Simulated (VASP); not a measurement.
A run of VASP 6.6.1 is set up as follows.

File INCAR:

```
PREC     = Accurate       # precision mode
ENCUT    = 520            # plane-wave cutoff, eV
EDIFF    = 1E-6           # SCF threshold, eV
ISMEAR   = 0              # smearing method
SIGMA    = 0.05           # smearing width, eV
LREAL    = F              # projectors in reciprocal space
LASPH    = T              # aspherical terms in the spheres
NELM     = 60             # most SCF steps
ALGO     = Normal         # electronic algorithm
ISIF     = 2              # what is computed and relaxed
LWAVE    = F              # write WAVECAR
LCHARG   = F              # write CHGCAR
LDIPOL   = T            
IDIPOL   = 3            
DIPOL    = 0.5 0.5 0.401
GGA      = PE             # functional
IVDW     = 12             # dispersion correction
NBANDS   = 35             # bands
```

Contents of KPOINTS:

```
Automatic mesh
0
Gamma
  9 9 1
```

File POSCAR:

```
WSe2
1.0
    3.2854929596      0.0000000000      0.0000000000
   -1.6427464798      2.8453203669      0.0000000000
    0.0000000000      0.0000000000     24.2386467078
Se W
4 2
Direct
    0.3333333333      0.6666666667      0.1856539292
    0.3333333333      0.6666666667      0.3246601780
    0.5000000000      1.0000000000      0.4777215285
    0.5000000000      1.0000000000      0.6167277773
    0.6666666667      0.3333333333      0.2551570536
    0.1666666667      1.3333333333      0.5472246529
```

Potentials or basis: VASP PAW PBE potentials, release 64 (Se, W_sv).

Launch:

```sh
$ cat potpaw_PBE.64/Se/POTCAR potpaw_PBE.64/W_sv/POTCAR > POTCAR
$ mpirun -np 1 vasp_std > vasp.out
```

Task: What does it give for the dispersion energy per atom?

Result: -0.381 eV.

Task: What does it give for the band gap on the k mesh?

Result: 1.56 eV, indirect (least direct gap 1.65 eV).

Task: Estimate the largest force.

Result: 0.108 eV/Å.

Forces on the atoms (eV/Å):
```
Se   0.000  0.001 -0.039
Se   0.000 -0.019  0.106
Se   0.000  0.019 -0.106
Se   0.000 -0.001  0.039
W    0.000 -0.012  0.028
W    0.000  0.012 -0.028
```

Caveat: spin-orbit coupling is left out, which moves the levels of the heavy elements.
